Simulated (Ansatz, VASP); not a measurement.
Si in VASP and in Ansatz

The input INCAR:

```
SYSTEM = Si
  ALGO = Normal
  EDIFF = 1E-7
  ENCUT = 520
  GGA = CA
  ISIF = 2
  ISMEAR = 0
  LASPH = .True.
  LCHARG = .False.
  LREAL = .False.
  LWAVE = .False.
  NBANDS = 26
  NELM = 100
  PREC = Accurate
  SIGMA = 0.03
```

File KPOINTS:

```
k-points
0
Gamma
  10 6 6
  0 0 0
```

File POSCAR:

```
Si
1.0
   -3.8019755419      0.0000000000      0.0000000000
    0.0000000000      0.0000000000     -6.2891200223
    0.0000000000     -6.5852148077      0.0000000000
Si
8
Direct
    0.5000000000      0.9369667109      0.1704630501
    1.0000000000      0.9369667109      0.6704630501
    1.0000000000      0.4369667109      0.3295369499
    0.5000000000      0.4369667109      0.8295369499
    0.5000000000      0.5630332891      0.1628702833
    1.0000000000      0.5630332891      0.6628702833
    1.0000000000      0.0630332891      0.3371297167
    0.5000000000      0.0630332891      0.8371297167
```

Input for Ansatz:

```yaml
crystal:
  lattice:
    - [-3.8019755419, 0.0, 0.0]
    - [0.0, 0.0, -6.2891200223]
    - [0.0, -6.5852148077, 0.0]
  atoms:
    - { symbol: Si, position: [0.5, 0.9369667109, 0.1704630501] }
    - { symbol: Si, position: [1.0, 0.9369667109, 0.6704630501] }
    - { symbol: Si, position: [1.0, 0.4369667109, 0.3295369499] }
    - { symbol: Si, position: [0.5, 0.4369667109, 0.8295369499] }
    - { symbol: Si, position: [0.5, 0.5630332891, 0.1628702833] }
    - { symbol: Si, position: [1.0, 0.5630332891, 0.6628702833] }
    - { symbol: Si, position: [1.0, 0.0630332891, 0.3371297167] }
    - { symbol: Si, position: [0.5, 0.0630332891, 0.8371297167] }
basis:
  ecutwfc: 420
kpoints:
  mp_grid: { grid: [10, 6, 6] }
hamiltonian:
  xc: lda
scf:
  occupations: { method: gaussian, width: 0.03 }
output:
  forces: true
  stress: true
  eigenvalues: true
```

Change from the starting cell: mode 4 (95.0 1/cm) frozen in, largest displacement +0.025 Å.

Alike in both runs: task single point; functional LDA; k mesh 10 × 6 × 6; occupations gaussian, width 0.03 eV; no spin polarisation.

|  | VASP | Ansatz |
| --- | --- | --- |
| version | VASP 6.6.1 | Ansatz 0.2.0 |
| potentials or method | VASP PAW LDA potentials, release 64 (Si), cutoff 520 eV | scalar-relativistic, plane waves, PAW |
| valence electrons in the cell | 32 | 32 |

```csv
,VASP,Ansatz,Ansatz less VASP
gap on the k mesh at the Fermi level (eV),0.27,0.27,+0.002
least direct gap on the mesh (eV),0.27,0.27,+0.002
pressure (GPa),0.0,0.0,-0.05
rms of the force components (eV/Å),0.014,0.014,-0.0001
```

LDA's correlation is that of Perdew and Zunger in VASP and of Perdew and Wang (1992) in Ansatz. Atom by atom the forces differ by 0.000 eV/Å (rms over components).
